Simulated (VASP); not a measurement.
Write the native input for VASP 6.6.1 that does the following.

| Property | Result |
| --- | --- |
| Task | single point |
| Functional | PBEsol |
| Potentials or basis | VASP PAW PBE potentials, release 64 (Ga_d, Sb) |
| Cutoff | 400 eV |
| k mesh | 4 × 4 × 1 |
| Occupations | methfessel-paxton, width 0.1 eV |
| Spin | no spin polarisation |
| Dipole correction | yes |
| Further INCAR settings | ALGO = Normal; EDIFF = 1e-06; NBANDS = 26; NELMDL = -8 |

The structure of GaSb lies in POSCAR:

```
GaSb
1.0
    4.2063221874      0.0000000000      0.0000000000
   -0.6015584749      4.1630846431      0.0000000000
    0.0000000000      0.0000000000     23.8208075907
Ga Sb
2 2
Direct
    0.3123211087      0.6876788913      0.4855444280
    0.0620825869      0.9379174131      0.6011890040
    0.0000000000      0.0000000000      0.3988109960
    0.7497614782      0.2502385218      0.5144555720
```

The input as run:

INCAR

```
SYSTEM = GaSb
ALGO     = Normal         ! electronic algorithm
DIPOL    = 0.5 0.5 0.500
EDIFF    = 1E-6           ! SCF threshold, eV
ENCUT    = 400            ! plane-wave cutoff, eV
GGA      = PS             ! functional
GGA_COMPAT= .FALSE.      
IDIPOL   = 3            
ISIF     = 2              ! what is computed and relaxed
ISMEAR   = 1              ! smearing method
LASPH    = .TRUE.         ! aspherical terms in the spheres
LCHARG   = .FALSE.        ! write CHGCAR
LDIPOL   = .TRUE.       
LREAL    = .FALSE.        ! projectors in reciprocal space
LWAVE    = .FALSE.        ! write WAVECAR
NBANDS   = 26             ! bands
NELM     = 120            ! most SCF steps
NELMDL   = -8           
PREC     = Accurate       ! precision mode
SIGMA    = 0.1            ! smearing width, eV
```

KPOINTS

```
k-points
0
G
  4 4 1
  0 0 0
```

Potentials or basis: VASP PAW PBE potentials, release 64 (Ga_d, Sb).

Run with:

```sh
$ cat potpaw_PBE.64/Ga_d/POTCAR potpaw_PBE.64/Sb/POTCAR > POTCAR
$ mpirun -np 1 vasp_std > vasp.out
```

Results of the run:

```json
{
  "Largest force": "1.347 eV/Å",
  "Band gap on the k mesh": "zero (band 18 reaches -1.26 eV, above the bottom of band 19 at -2.15 eV)"
}
```

Caveat: the k points lie up to 0.38 Å⁻¹ apart; the PAW data sets were made with another functional, which shifts forces and pressure a little; spin-orbit coupling is left out, which moves the levels of the heavy elements.

It took 3.4 min on 1 thread of Intel Xeon 8259CL (shared host), peak memory 0.36 GiB.
